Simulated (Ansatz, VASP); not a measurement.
Two plane-wave programs on Li4SiN

```
Li Si N
1.0
     5.70555    0.00000    0.00000
     0.00000    5.70555    0.00000
     0.00000    0.00000    2.51977
Li Si N
4 1 1
Cartesian
  4.0047 4.0047 1.2599
  1.7008 1.7008 1.2599
  1.7008 4.0047 1.2599
  4.0047 1.7008 1.2599
  0.0000 0.0000 0.0000
  2.8528 2.8528 0.0000
```

Alike in both runs: functional PBE; k mesh 8 × 8 × 16; occupations gaussian, width 0.1 eV; no spin polarisation.

Ansatz relaxed the structure, and its values are those at the end. VASP's run is a single point on that final structure, the one shown.

|  | VASP | Ansatz |
| --- | --- | --- |
| version | VASP 6.6.1 | Ansatz 0.2.0 |
| potentials or method | VASP PAW PBE potentials, release 64 (Li_sv, Si, N), cutoff 520 eV | scalar-relativistic, plane waves, PAW |
| valence electrons in the cell | 21 | 21 |

Ansatz gave:

| Property | Result |
| --- | --- |
| gap on the k mesh at the Fermi level (eV) | none |
| rms of the force components (eV/Å) | 0.000 |

Question: Which values does VASP return?

Answer: gap on the k mesh at the Fermi level (eV): none; rms of the force components (eV/Å): 0.006.

A gap of «none» marks a metal or a gap that the smearing closes.

Noted on VASP's run: the cutoff is short for stress, so the pressure is rough.
